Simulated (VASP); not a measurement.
TiAl, 2 atoms in the cell. Symmetry: P-6m2, No. 187, hexagonal system. The conventional cell has a = 2.867 Å, b = 2.867 Å, c = 4.678 Å, α = 90.00°, β = 90.00°, γ = 120.00°. Ti (site symmetry -6m2) has 6 Al at 2.87 Å and 6 Ti at 2.87 Å within 3.8 Å. Al (site symmetry -6m2) has 6 Ti at 2.87 Å and 6 Al at 2.87 Å within 3.8 Å. 

```yaml
Program: VASP 6.6.1
Task: relaxation of cell and atoms
Functional: PBEsol
Potentials_or_basis: VASP PAW PBE potentials, release 64 (Ti_sv, Al)
Cutoff: 600 eV
k_mesh: 11 × 11 × 6
Occupations: fermi-dirac, width 0.05 eV
Spin: no spin polarisation
Dipole_correction: no
Further_INCAR_settings: ALGO = Normal; EDIFF = 1e-06; IBRION = 2; EDIFFG = -0.005; NSW = 80; ISIF = 3
```

Potentials or basis: VASP PAW PBE potentials, release 64 (Ti_sv, Al).

The run is started by

```console
$ cat potpaw_PBE.64/Ti_sv/POTCAR potpaw_PBE.64/Al/POTCAR > POTCAR
$ mpirun -np 1 vasp_std > vasp.out
```

Hardware: 1 thread of Intel(R) Xeon(R) Platinum 8488C (Sapphire Rapids), with other jobs on the host.

Q: How long does it take, and how much memory?

A: Wall time 79 s on 1 thread of Intel(R) Xeon(R) Platinum 8488C (Sapphire Rapids), with other jobs on the host, peak memory 0.18 GiB. Counts: scf iterations 74, k points 64, ion steps 11.
